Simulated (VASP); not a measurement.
# Zn (P6_3/mmc) in VASP: single point with r2SCAN

Aim: the single point of Zn with r2SCAN.

Program: VASP 6.6.1. These are calculated values, not measurements. Logs are shortened: lines on timing, memory, paths and dates and some standing lists are left out, and cuts for length are marked.

### 1 The cell of the first run

The structure is hexagonal, space group P6_3/mmc (No. 194). Conventional cell: a = 2.665 Å, b = 2.665 Å, c = 4.947 Å, α = 90.00°, β = 90.00°, γ = 120.00°. Zn (site symmetry -6m2) has 12 Zn at 2.66 to 2.91 Å within 3.5 Å.

### 2 Single point, r2SCAN

Input file POSCAR:

```
Zn
1.0
    2.6647980532      0.0000000000      0.0000000000
   -1.3323990266      2.3077828100      0.0000000000
    0.0000000000      0.0000000000      4.9467000000
Zn
2
Direct
    0.3333333333      0.6666666667      0.2500000000
    0.6666666667      0.3333333333      0.7500000000
```

Input file INCAR.step1:

```
PREC = Accurate
ENCUT = 550
ISMEAR = 0
SIGMA = 0.1
LREAL = False
LASPH = True
NELM = 120
NBANDS = 19
GGA = PE
ALGO = Normal
EDIFF = 1E-5
LWAVE = True
LCHARG = False
GGA_COMPAT = False
```

Input file INCAR.step2:

```
PREC = Accurate
ENCUT = 550
EDIFF = 1E-6
ISMEAR = 0
SIGMA = 0.1
LREAL = False
LASPH = True
NELM = 120
ALGO = Normal
ISIF = 2
LWAVE = False
LCHARG = True
METAGGA = R2SCAN
LMIXTAU = True
LELF = True
LVHAR = True
NBANDS = 19
ISTART = 1
GGA_COMPAT = False
```

Input file KPOINTS:

```
regular mesh
0
Gamma
  9 9 4
```

Potentials or basis: VASP PAW PBE potentials, release 64 (Zn).

The run is started by

```
$ cat potpaw_PBE.64/Zn/POTCAR > POTCAR
$ cp INCAR.step1 INCAR
$ mpirun -np 1 vasp_std > vasp.out
$ cp INCAR.step2 INCAR
$ mpirun -np 1 vasp_std > vasp.out
```

OUTCAR:

```text
PREC = Accurate
   ENCUT = 550
   EDIFF = 1E-6
   ISMEAR = 0
   LREAL = False
   LASPH = True
   NELM = 120
   ISIF = 2
   METAGGA = R2SCAN
   ISTART = 1

 ion  position               nearest neighbor table
   1  0.333  0.667  0.250-   2 2.91   2 2.91   2 2.91   2 2.91   2 2.91   2 2.91
   2  0.667  0.333  0.750-   1 2.91   1 2.91   1 2.91   1 2.91   1 2.91   1 2.91

  LATTYP: Found a hexagonal cell.
 ALAT       =     2.6647980532
 C/A-ratio  =     1.8563132745

  Lattice vectors:

 A1 = (   2.6647980532,   0.0000000000,   0.0000000000)
 A2 = (  -1.3323990266,   2.3077828100,   0.0000000000)
 A3 = (   0.0000000000,   0.0000000000,   4.9467000000)

Analysis of symmetry for initial positions (statically):
=====================================================================
 Subroutine PRICEL returns:
 Original cell was already a primitive cell.

 Routine SETGRP: Setting up the symmetry group for a
 hexagonal supercell.

 Subroutine GETGRP returns: Found 24 space group operations
 (whereof 12 operations were pure point group operations)
 out of a pool of 24 trial point group operations.

The static configuration has the point symmetry D_3d.
 The point group associated with its full space group is D_6h.

Analysis of symmetry for dynamics (positions and initial velocities):
=====================================================================
 Subroutine PRICEL returns:
 Original cell was already a primitive cell.

 Routine SETGRP: Setting up the symmetry group for a
 hexagonal supercell.

 Subroutine GETGRP returns: Found 24 space group operations
 (whereof 12 operations were pure point group operations)
 out of a pool of 24 trial point group operations.

The dynamic configuration has the point symmetry D_3d.
 The point group associated with its full space group is D_6h.

 Subroutine INISYM returns: Found 24 space group operations
 (whereof 12 operations are pure point group operations),
 and found     1 'primitive' translations

----------------------------------------------------------------------------------------

                                     Primitive cell

  volume of cell :      30.4211

  direct lattice vectors                    reciprocal lattice vectors
     2.664798053  0.000000000  0.000000000     0.375262958  0.216658170  0.000000000
    -1.332399027  2.307782810  0.000000000     0.000000000  0.433316340  0.000000000
     0.000000000  0.000000000  4.946700000     0.000000000  0.000000000  0.202154972

  length of vectors
     2.664798053  2.664798053  4.946700000     0.433316340  0.433316340  0.202154972

  position of ions in fractional coordinates (direct lattice)
     0.333333333  0.666666667  0.250000000
     0.666666667  0.333333333  0.750000000

  ion indices of the primitive-cell ions
   primitive index   ion index
                 1           1
                 2           2

----------------------------------------------------------------------------------------

 KPOINTS: regular mesh

Automatic generation of k-mesh.
 Grid dimensions read from file:
 generate k-points for:    9    9    4

 Generating k-lattice:

  Cartesian coordinates                     Fractional coordinates (reciprocal lattice)
     0.041695884  0.024073130  0.000000000     0.111111111  0.000000000  0.000000000
     0.000000000  0.048146260  0.000000000     0.000000000  0.111111111  0.000000000
     0.000000000  0.000000000  0.050538743     0.000000000  0.000000000  0.250000000

  Length of vectors
     0.048146260  0.048146260  0.050538743

  Shift w.r.t. Gamma in fractional coordinates (k-lattice)
     0.000000000  0.000000000  0.000000000

 Subroutine IBZKPT returns following result:
 ===========================================

 Found     36 irreducible k-points:

 Following reciprocal coordinates:
            Coordinates               Weight
  0.000000  0.000000  0.000000      1.000000
  0.111111 -0.000000  0.000000      6.000000
  0.222222 -0.000000  0.000000      6.000000
  0.333333 -0.000000  0.000000      6.000000
  0.444444 -0.000000  0.000000      6.000000
  0.111111  0.111111  0.000000      6.000000
[... 16 lines left out ...]
  0.333333  0.222222  0.250000     24.000000
  0.333333  0.333333  0.250000      4.000000
 [... further k-points ...]
   k-points           NKPTS =     36   k-points in BZ     NKDIM =     36   number of bands    NBANDS=     19
   number of dos      NEDOS =    301   number of ions     NIONS =      2
   total plane-waves  NPLWV =  16000
   dimension x,y,z NGX =    20 NGY =   20 NGZ =   40
   dimension x,y,z NGXF=    40 NGYF=   40 NGZF=   80
   ions per type =               2
   NGX,Y,Z   is equivalent  to a cutoff of  12.48, 12.48, 13.44 a.u.
   NGXF,Y,Z  is equivalent  to a cutoff of  24.95, 24.95, 26.89 a.u.
 SYSTEM =  unknown system
   PREC   = accura    normal or accurate (medium, high low for compatibility)
   ISTART =      1    job   : 0-new  1-cont  2-samecut
   ICHARG =      0    charge: 1-file 2-atom 10-const
   ISPIN  =      1    spin polarized calculation?
   LNONCOLLINEAR =      F non collinear calculations
   LSORBIT =      F    spin-orbit coupling
   LASPH  =      T    aspherical Exc in radial PAW
   ENCUT  =  550.0 eV  40.42 Ry    6.36 a.u.   5.10  5.10  9.46*2*pi/ulx,y,z
   NELM   =    120;   NELMIN=  2; NELMDL=  0     # of ELM steps
   EDIFF  = 0.1E-05   stopping-criterion for ELM
   LREAL  =      F    real-space projection
[... 7 lines left out ...]
   TEBEG  =    0.0;   TEEND  =   0.0 temperature during run
   PSTRESS=    0.0 pullay stress
   NELECT =      24.0000    total number of electrons
   NUPDOWN=      -1.0000    fix difference up-down
   EMIN   =  10.00;   EMAX   =-10.00  energy-range for DOS
   EFERMI =   0.00;   METHOD = LEGACY
   ISMEAR =     0;   SIGMA  =   0.10  broadening in eV -4-tet -1-fermi 0-gaus
   EFERMI_NEDOS =   21; number of points for ismear=-14 and -15
   IALGO  =     38    algorithm
   IMIX   =      4    mixing-type and parameters
     AMIX     =   0.40;   BMIX     =  1.00
     AMIX_MAG =   1.60;   BMIX_MAG =  1.00
  volume/ion in A,a.u.               =      15.21       102.65
  Fermi-wavevector in a.u.,A,eV,Ry     =   1.512703  2.858594 31.133805  2.288270
  Thomas-Fermi vector in A             =   2.622592
   LORBIT       =      0    0 simple, 1 ext, 2 COOP (PROOUT), +10 PAW based schemes
   METAGGA = R2SCAN    functional components
   LHFCALC =     F    Hartree Fock is set to
   AEXX    =    0.0000 exact exchange contribution
   IVDW    =     0    specifies the selected vdW correction
   LEPSILON=     F    determine dielectric tensor
   LRPA    =     F    only Hartree local field effects (RPA)
 non-spin polarized calculation
 Gauss-broadening in eV      SIGMA  =   0.10
  energy-cutoff  :      550.00
  volume of cell :       30.42
 maximum number of plane-waves:       907
   NGX = 11   NGY = 11   NGZ = 19

 number of electron      24.0000012 magnetization

 Free energy of the ion-electron system (eV)
  ---------------------------------------------------
  ext. energy  EPLUGINS =         0.00000000
  ---------------------------------------------------
  free energy    TOTEN  =       -17.72968245 eV

  energy without entropy =      -17.72383247  energy(sigma->0) =      -17.72675746

 E-fermi :   3.2590     XC(G=0): -12.6307

 val. band max:        3.1158139442   @ k =   0.3333   0.2222   0.2500
 cond. band min:       3.2724104043   @ k =   0.2222   0.2222   0.0000
 fundamental gap:      0.1565964601
 Fermi energy:         3.2589556514

 k-point     1 :       0.0000    0.0000    0.0000
  band No.  band energies     occupation
      1      -7.8838      2.00000
      2      -5.9941      2.00000
      3      -5.2577      2.00000
      4      -5.0155      2.00000
      5      -5.0155      2.00000
      6      -4.9644      2.00000
[... 11 lines left out ...]
     18      23.0154      0.00000
     19      23.0154      0.00000

 k-point     2 :       0.1111   -0.0000    0.0000
  band No.  band energies     occupation
      1      -7.5029      2.00000
      2      -5.8401      2.00000
      3      -5.2264      2.00000
      4      -5.0472      2.00000
      5      -4.9968      2.00000
      6      -4.9297      2.00000
[... 11 lines left out ...]
     18      21.3645      0.00000
     19      23.0941      0.00000

 k-point     3 :       0.2222   -0.0000    0.0000
  band No.  band energies     occupation
      1      -6.4611      2.00000
      2      -5.5885      2.00000
      3      -5.1719      2.00000
      4      -5.0883      2.00000
      5      -5.0644      2.00000
      6      -4.8693      2.00000
[... 11 lines left out ...]
     18      19.3245      0.00000
     19      19.6559      0.00000

 k-point     4 :       0.3333   -0.0000    0.0000
  band No.  band energies     occupation
      1      -5.7381      2.00000
      2      -5.6235      2.00000
      3      -5.3594      2.00000
      4      -5.0089      2.00000
      5      -4.9311      2.00000
      6      -4.8213      2.00000
[... 11 lines left out ...]
     18      18.3732      0.00000
     19      20.4174      0.00000

 k-point     5 :       0.4444   -0.0000    0.0000
  band No.  band energies     occupation
      1      -5.7693      2.00000
      2      -5.6800      2.00000
      3      -5.5095      2.00000
      4      -5.0264      2.00000
      5      -4.8841      2.00000
      6      -4.8684      2.00000
[... 11 lines left out ...]
     18      17.8976      0.00000
     19      19.4388      0.00000
[... 334 lines left out ...]
      2      -5.6543      2.00000
      3      -5.4021      2.00000
      4      -5.2539      2.00000
      5      -4.9155      2.00000
      6      -4.6867      2.00000
[... 11 lines left out ...]
     18      14.5189      0.00000
     19      20.0435      0.00000

 k-point    22 :       0.2222    0.2222    0.2500
  band No.  band energies     occupation
      1      -5.4235      2.00000
      2      -5.3344      2.00000
      3      -5.3122      2.00000
      4      -5.2043      2.00000
      5      -5.0380      2.00000
      6      -4.9133      2.00000
[... 11 lines left out ...]
     18      15.9678      0.00000
     19      18.1013      0.00000

 k-point    23 :       0.3333    0.2222    0.2500
  band No.  band energies     occupation
      1      -5.4674      2.00000
      2      -5.3849      2.00000
      3      -5.2434      2.00000
      4      -5.1981      2.00000
      5      -5.0657      2.00000
      6      -4.8039      2.00000
[... 11 lines left out ...]
     18      13.6770      0.00000
     19      16.9033      0.00000

 k-point    24 :       0.3333    0.3333    0.2500
  band No.  band energies     occupation
      1      -5.3144      2.00000
      2      -5.2526      2.00000
      3      -5.2526      2.00000
      4      -5.1162      2.00000
      5      -5.0151      2.00000
      6      -5.0151      2.00000
[... 11 lines left out ...]
     18      12.9648      0.00000
     19      14.2746      0.00000

 [... further k-points ...]
[... 5 lines left out ...]
  --------------------------------------------------------------------------------------
  -------------------------------------------------------------------------------------
  Total       -0.8741374     -0.8741374     -0.7934017      0.0000000     -0.0000000      0.0000000
  in kB      -46.0378955    -46.0378955    -41.7858184      0.0000000     -0.0000000      0.0000000
  external PRESSURE =     -44.6205365 kB  Pullay stress =       0.0000000 kB

 VOLUME and BASIS-vectors are now :
 -----------------------------------------------------------------------------
  energy-cutoff  :      550.00
  volume of cell :       30.42
      direct lattice vectors                 reciprocal lattice vectors
     2.664798053  0.000000000  0.000000000     0.375262958  0.216658170  0.000000000
    -1.332399027  2.307782810  0.000000000     0.000000000  0.433316340  0.000000000
     0.000000000  0.000000000  4.946700000     0.000000000  0.000000000  0.202154972

 POSITION                                       TOTAL-FORCE (eV/Angst)
 -----------------------------------------------------------------------------------
     -0.00000      1.53852      1.23667         0.000000     -0.000000      0.000000
      1.33240      0.76926      3.71002        -0.000000      0.000000      0.000000
 -----------------------------------------------------------------------------------
    total drift:                               -0.000000      0.000000      0.000000

  FREE ENERGIE OF THE ION-ELECTRON SYSTEM (eV)
  ---------------------------------------------------
  free  energy   TOTEN  =       -17.7296824494 eV

  energy  without entropy=      -17.7238324749  energy(sigma->0) =      -17.72675746
```

It took 2.4 min on 1 thread of Intel Xeon 8259CL, shared host; peak memory 0.12 GiB.

Results:

```yaml
Free_energy: -17.7297 eV
Pressure: -4.5 GPa
Band_gap_on_the_k_mesh: zero (bands 12 and 13 overlap by 4.06 eV)
```

Caveat: the cell stands under tension; the PAW data sets were made with another functional, which shifts forces and pressure a little.

The gap in the log of VASP goes by the Fermi energy; the results here count the filled bands.